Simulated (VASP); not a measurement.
Set up this calculation in VASP 6.6.1, as the native input.

```
Task                   : relaxation of cell and atoms
Functional             : PBE
Potentials or basis    : VASP PAW PBE potentials, release 64 (Si, Ru_pv)
Cutoff                 : 600 eV
k mesh                 : 6 × 6 × 12
Occupations            : gaussian, width 0.1 eV
Spin                   : no spin polarisation
Dipole correction      : no
Further INCAR settings : ALGO = Normal; EDIFF = 1e-07; IBRION = 2; EDIFFG = -0.01; NSW = 100; ISIF = 3
```

The structure of Si4Ru lies in POSCAR:

```
Si4Ru
1.0
    5.2909828967      0.0000000000      0.0000000000
    0.0000000000      5.2909828967      0.0000000000
    0.0000000000      0.0000000000      2.7873804975
Si Ru
4 1
Direct
    0.2739287447      0.7260712553      0.5000000000
    0.7260712553      0.2739287447      0.5000000000
    0.2739287447      0.2739287447      0.5000000000
    0.7260712553      0.7260712553      0.5000000000
    0.0000000000      0.0000000000      0.0000000000
```

These files were run (other wordings do the same):

INCAR

```
  PREC = Accurate
  ENCUT = 600
  EDIFF = 1E-7
  ISMEAR = 0
  SIGMA = 0.1
  LREAL = F
  LASPH = T
  NELM = 60
  ALGO = Normal
  ISIF = 3
  LWAVE = F
  LCHARG = F
  GGA = PE
  IBRION = 2
  NSW = 100
  EDIFFG = -0.01
```

KPOINTS

```
Automatic mesh
0
Gamma
  6 6 12
```

Potentials or basis: VASP PAW PBE potentials, release 64 (Si, Ru_pv).

Run with:

```console
$ cat potpaw_PBE.64/Si/POTCAR potpaw_PBE.64/Ru_pv/POTCAR > POTCAR
$ mpirun -np 1 vasp_std > vasp.out
```

Results of the run:

The relaxed volume is 15.63 Å³/atom and the relaxed cell is a = 5.292 Å, b = 5.292 Å, c = 2.789 Å, α = 90.00°, β = 90.00°, γ = 90.00°. The space group after relaxing (to 0.05 Å) is P4/mmm (No. 123) and the energy gained by relaxing is 0.0 meV/atom. The ionic steps are 3 and the pressure after relaxing is -0.1 GPa. The band gap on the k mesh is zero (band 15 reaches 9.54 eV, above the bottom of band 16 at 8.44 eV).

Run time: 4.2 min on 1 thread of Intel(R) Xeon(R) Platinum 8488C (Sapphire Rapids) (shared host), peak memory 0.27 GiB.
